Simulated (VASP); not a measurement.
# Os (P6/mmm) in VASP: notebook

Os is run at these levels: PBE; tasks: single point.

All numbers are computed with VASP 6.6.1; they aren't measurements. Logs are shortened: lines on timing, memory, paths and dates and some standing lists are left out, and cuts for length are marked.

**1. The cell of the first run**

Symmetry: P6/mmm, No. 191, hexagonal system. The conventional cell has a = 2.587 Å, b = 2.587 Å, c = 2.458 Å, α = 90.00°, β = 90.00°, γ = 120.00°. Within 3.2 Å of Os (site symmetry 6/mmm) lie 8 Os at 2.46 to 2.59 Å.

This isn't the form of Os at room conditions, which is hcp.

**2. Single point, PBE**

Contents of INCAR:

```
SYSTEM = Os
PREC = Accurate ; ENCUT = 520
EDIFF = 1E-6 ; ISMEAR = -1
SIGMA = 0.1 ; LREAL = .False.
LASPH = .True. ; NELM = 60
ALGO = Normal ; ISIF = 2
LWAVE = .False. ; LCHARG = .False.
GGA = PE ; NBANDS = 10
```

Contents of KPOINTS:

```
Automatic mesh
0
Gamma
  17 17 16
  0 0 0
```

Contents of POSCAR:

```
Os
1.0
    2.5867495672      0.0000000000      0.0000000000
   -1.2933747836      2.2401908385      0.0000000000
    0.0000000000      0.0000000000      2.4576371420
Os
1
Direct
    0.0000000000      0.0000000000      0.0000000000
```

Potentials or basis: VASP PAW PBE potentials, release 64 (Os).

Started as:

```console
$ cat potpaw_PBE.64/Os/POTCAR > POTCAR
$ mpirun -np 1 vasp_std > vasp.out
```

OUTCAR:

```text
SYSTEM = Os
   PREC = Accurate
   ENCUT = 520
   EDIFF = 1E-6
   ISMEAR = -1
   LREAL = .False.
   LASPH = .True.
   NELM = 60
   ISIF = 2
   GGA = PE

 ion  position               nearest neighbor table
   1  0.000  0.000  0.000-

  LATTYP: Found a hexagonal cell.
 ALAT       =     2.5867495672
 C/A-ratio  =     0.9500870023

  Lattice vectors:

 A1 = (   2.5867495672,   0.0000000000,   0.0000000000)
 A2 = (  -1.2933747836,   2.2401908385,   0.0000000000)
 A3 = (   0.0000000000,   0.0000000000,   2.4576371420)

Analysis of symmetry for initial positions (statically):
=====================================================================
 Subroutine PRICEL returns:
 Original cell was already a primitive cell.

 Routine SETGRP: Setting up the symmetry group for a
 hexagonal supercell.

 Subroutine GETGRP returns: Found 24 space group operations
 (whereof 24 operations were pure point group operations)
 out of a pool of 24 trial point group operations.

The static configuration has the point symmetry D_6h.

Analysis of symmetry for dynamics (positions and initial velocities):
=====================================================================
 Subroutine PRICEL returns:
 Original cell was already a primitive cell.

 Routine SETGRP: Setting up the symmetry group for a
 hexagonal supercell.

 Subroutine GETGRP returns: Found 24 space group operations
 (whereof 24 operations were pure point group operations)
 out of a pool of 24 trial point group operations.

The dynamic configuration has the point symmetry D_6h.

 Subroutine INISYM returns: Found 24 space group operations
 (whereof 24 operations are pure point group operations),
 and found     1 'primitive' translations

----------------------------------------------------------------------------------------

                                     Primitive cell

  volume of cell :      14.2415

  direct lattice vectors                    reciprocal lattice vectors
     2.586749567  0.000000000  0.000000000     0.386585548  0.223195270  0.000000000
    -1.293374784  2.240190838  0.000000000     0.000000000  0.446390541  0.000000000
     0.000000000  0.000000000  2.457637142     0.000000000  0.000000000  0.406894892

  length of vectors
     2.586749567  2.586749567  2.457637142     0.446390541  0.446390541  0.406894892

  position of ions in fractional coordinates (direct lattice)
     0.000000000  0.000000000  0.000000000

  ion indices of the primitive-cell ions
   primitive index   ion index
                 1           1

----------------------------------------------------------------------------------------

 KPOINTS: Automatic mesh

Automatic generation of k-mesh.
 Grid dimensions read from file:
 generate k-points for:   17   17   16

 Generating k-lattice:

  Cartesian coordinates                     Fractional coordinates (reciprocal lattice)
     0.022740326  0.013129134  0.000000000     0.058823529  0.000000000  0.000000000
     0.000000000  0.026258267  0.000000000     0.000000000  0.058823529  0.000000000
     0.000000000  0.000000000  0.025430931     0.000000000  0.000000000  0.062500000

  Length of vectors
     0.026258267  0.026258267  0.025430931

  Shift w.r.t. Gamma in fractional coordinates (k-lattice)
     0.000000000  0.000000000  0.000000000

 Subroutine IBZKPT returns following result:
 ===========================================

 Found    297 irreducible k-points:

 Following reciprocal coordinates:
            Coordinates               Weight
  0.000000  0.000000  0.000000      1.000000
  0.058824  0.000000  0.000000      6.000000
  0.117647  0.000000  0.000000      6.000000
  0.176471  0.000000  0.000000      6.000000
  0.235294  0.000000  0.000000      6.000000
  0.294118  0.000000  0.000000      6.000000
[... 16 lines left out ...]
  0.411765  0.117647  0.000000     12.000000
  0.176471  0.176471  0.000000      6.000000
 [... further k-points ...]
   k-points           NKPTS =    297   k-points in BZ     NKDIM =    297   number of bands    NBANDS=     10
   number of dos      NEDOS =    301   number of ions     NIONS =      1
   total plane-waves  NPLWV =   7200
   dimension x,y,z NGX =    20 NGY =   20 NGZ =   18
   dimension x,y,z NGXF=    40 NGYF=   40 NGZF=   36
   ions per type =               1
   NGX,Y,Z   is equivalent  to a cutoff of  12.85, 12.85, 12.18 a.u.
   NGXF,Y,Z  is equivalent  to a cutoff of  25.71, 25.71, 24.35 a.u.
 SYSTEM =  Os
   PREC   = accura    normal or accurate (medium, high low for compatibility)
   ISTART =      0    job   : 0-new  1-cont  2-samecut
   ICHARG =      2    charge: 1-file 2-atom 10-const
   ISPIN  =      1    spin polarized calculation?
   LNONCOLLINEAR =      F non collinear calculations
   LSORBIT =      F    spin-orbit coupling
   LASPH  =      T    aspherical Exc in radial PAW
   ENCUT  =  520.0 eV  38.22 Ry    6.18 a.u.   4.81  4.81  4.57*2*pi/ulx,y,z
   NELM   =     60;   NELMIN=  2; NELMDL= -5     # of ELM steps
   EDIFF  = 0.1E-05   stopping-criterion for ELM
   LREAL  =      F    real-space projection
   EDIFFG = 0.1E-04   stopping-criterion for IOM
   NSW    =      0    number of steps for IOM
   IBRION =     -1    ionic relax: 0-MD 1-quasi-New 2-CG
   NFREE  =      0    steps in history (QN), initial steepest desc. (CG)
   ISIF   =      2    stress and relaxation
   ISYM   =      2    0-nonsym 1-usesym 2-fastsym
   POTIM  = 0.5000    time-step for ionic-motion
   TEBEG  =    0.0;   TEEND  =   0.0 temperature during run
   PSTRESS=    0.0 pullay stress
   NELECT =       8.0000    total number of electrons
   NUPDOWN=      -1.0000    fix difference up-down
   EMIN   =  10.00;   EMAX   =-10.00  energy-range for DOS
   EFERMI =   0.00;   METHOD = LEGACY
   ISMEAR =    -1;   SIGMA  =   0.10  broadening in eV -4-tet -1-fermi 0-gaus
   EFERMI_NEDOS =   21; number of points for ismear=-14 and -15
   IALGO  =     38    algorithm
   IMIX   =      4    mixing-type and parameters
     AMIX     =   0.40;   BMIX     =  1.00
     AMIX_MAG =   1.60;   BMIX_MAG =  1.00
  volume/ion in A,a.u.               =      14.24        96.11
  Fermi-wavevector in a.u.,A,eV,Ry     =   1.350784  2.552611 24.825412  1.824616
  Thomas-Fermi vector in A             =   2.478260
   LORBIT       =      0    0 simple, 1 ext, 2 COOP (PROOUT), +10 PAW based schemes
   GGA     = PE    functional components
   LHFCALC =     F    Hartree Fock is set to
   AEXX    =    0.0000 exact exchange contribution
   IVDW    =     0    specifies the selected vdW correction
   LEPSILON=     F    determine dielectric tensor
   LRPA    =     F    only Hartree local field effects (RPA)
 non-spin polarized calculation
  energy-cutoff  :      520.00
  volume of cell :       14.24
 maximum number of plane-waves:       405
 NGX is ok and might be reduce to    20
   NGX =  9   NGY =  9   NGZ =  9

 number of electron       8.0000000 magnetization

 Free energy of the ion-electron system (eV)
  ---------------------------------------------------
  ext. energy  EPLUGINS =         0.00000000
  ---------------------------------------------------
  free energy    TOTEN  =        -9.95720299 eV

  energy without entropy =       -9.91716300  energy(sigma->0) =       -9.93718300

 E-fermi :   9.1787     XC(G=0): -13.8420

 val. band max:        9.1786148295   @ k =   0.1176   0.1176   0.2500
 cond. band min:       9.2042363772   @ k =   0.1765   0.0588   0.1875
 fundamental gap:      0.0256215477
 Fermi energy:         9.1786800941

 k-point     1 :       0.0000    0.0000    0.0000
  band No.  band energies     occupation
      1      -1.4690      2.00000
      2       2.3120      2.00000
      3       6.3139      2.00000
      4       6.3139      2.00000
      5      12.2173      0.00000
      6      12.2173      0.00000
      7      23.7825      0.00000
      8      25.3878      0.00000
      9      31.9515      0.00000
     10      31.9515      0.00000

 k-point     2 :       0.0588    0.0000    0.0000
  band No.  band energies     occupation
      1      -1.3076      2.00000
      2       2.3821      2.00000
      3       6.1647      2.00000
      4       6.4652      2.00000
      5      12.0238      0.00000
      6      12.1861      0.00000
      7      24.1428      0.00000
      8      25.7328      0.00000
      9      30.6554      0.00000
     10      31.5867      0.00000

 k-point     3 :       0.1176    0.0000    0.0000
  band No.  band energies     occupation
      1      -0.8478      2.00000
      2       2.5844      2.00000
      3       5.7881      2.00000
      4       6.9127      2.00000
      5      11.5103      0.00000
      6      12.0976      0.00000
      7      25.0956      0.00000
      8      26.6882      0.00000
      9      28.6562      0.00000
     10      30.6720      0.00000

 k-point     4 :       0.1765    0.0000    0.0000
  band No.  band energies     occupation
      1      -0.1679      2.00000
      2       2.8750      2.00000
      3       5.3829      2.00000
      4       7.6357      2.00000
      5      10.8214      0.00000
      6      11.9657      0.00000
      7      25.6261      0.00000
      8      27.4903      0.00000
      9      28.0636      0.00000
     10      29.4795      0.00000
[... 222 lines left out ...]
 k-point    22 :       0.3529    0.1176    0.0000
  band No.  band energies     occupation
      1       2.1488      2.00000
      2       3.3904      2.00000
      3       7.0571      2.00000
      4       8.6159      1.99284
      5      11.0427      0.00000
      6      13.0098      0.00000
      7      18.8172      0.00000
      8      22.6665      0.00000
      9      28.8117      0.00000
     10      33.6728      0.00000

 k-point    23 :       0.4118    0.1176    0.0000
  band No.  band energies     occupation
      1       2.0980      2.00000
      2       3.5032      2.00000
      3       7.7861      2.00000
      4       8.4500      1.99863
      5      10.9657      0.00000
      6      13.7452      0.00000
      7      17.9086      0.00000
      8      22.0102      0.00000
      9      28.3980      0.00000
     10      33.8499      0.00000

 k-point    24 :       0.1765    0.1765    0.0000
  band No.  band energies     occupation
      1       1.7278      2.00000
      2       3.9474      2.00000
      3       4.2650      2.00000
      4       9.5028      0.07531
      5      10.5410      0.00000
      6      11.3162      0.00000
      7      22.4066      0.00000
      8      24.3394      0.00000
      9      31.6306      0.00000
     10      32.0162      0.00000

 [... further k-points ...]

------------------------ aborting loop because EDIFF is reached ----------------------------------------

  FORCE on cell =-STRESS in cart. coord.  units (eV):
  Direction    XX          YY          ZZ          XY          YZ          ZX
  --------------------------------------------------------------------------------------
  -------------------------------------------------------------------------------------
  Total        3.6315071      3.6315071      3.6018379      0.0000000      0.0000000      0.0000000
  in kB      408.5453886    408.5453886    405.2075944      0.0000000      0.0000000      0.0000000
  external PRESSURE =     407.4327905 kB  Pullay stress =       0.0000000 kB

 VOLUME and BASIS-vectors are now :
 -----------------------------------------------------------------------------
  energy-cutoff  :      520.00
  volume of cell :       14.24
      direct lattice vectors                 reciprocal lattice vectors
     2.586749567  0.000000000  0.000000000     0.386585548  0.223195270  0.000000000
    -1.293374784  2.240190838  0.000000000     0.000000000  0.446390541  0.000000000
     0.000000000  0.000000000  2.457637142     0.000000000  0.000000000  0.406894892

 POSITION                                       TOTAL-FORCE (eV/Angst)
 -----------------------------------------------------------------------------------
      0.00000      0.00000      0.00000        -0.000000      0.000000      0.000000
 -----------------------------------------------------------------------------------
    total drift:                               -0.000000      0.000000      0.000000

  FREE ENERGIE OF THE ION-ELECTRON SYSTEM (eV)
  ---------------------------------------------------
  free  energy   TOTEN  =        -9.9572029940 eV

  energy  without entropy=       -9.9171629969  energy(sigma->0) =       -9.93718300
```

Wall time 12 s (1 thread of Intel Xeon 6975P-C (Granite Rapids), shared host); peak memory 0.16 GiB.

What came out:

* Free energy: -9.9572 eV
* Pressure: 40.7 GPa
* Band gap on the k mesh: zero (bands 4 and 5 overlap by 5.39 eV)

Levels at points of the mesh, in eV from the Fermi level:
| k point | band 2 | band 3 | band 4 | band 5 | band 6 | band 7 |
| --- | --- | --- | --- | --- | --- | --- |
| (0.00, 0.00, 0.00) | -6.87 | -2.86 | -2.86 | 3.04 | 3.04 | 14.60 |
| (0.00, 0.00, 0.50) | -2.02 | -2.02 | -1.57 | -0.66 | -0.66 | 8.72 |

Caveat: the cell stands under pressure; spin-orbit coupling is left out, which moves the levels of the heavy elements.

(Part 1 of 2 ends here.)
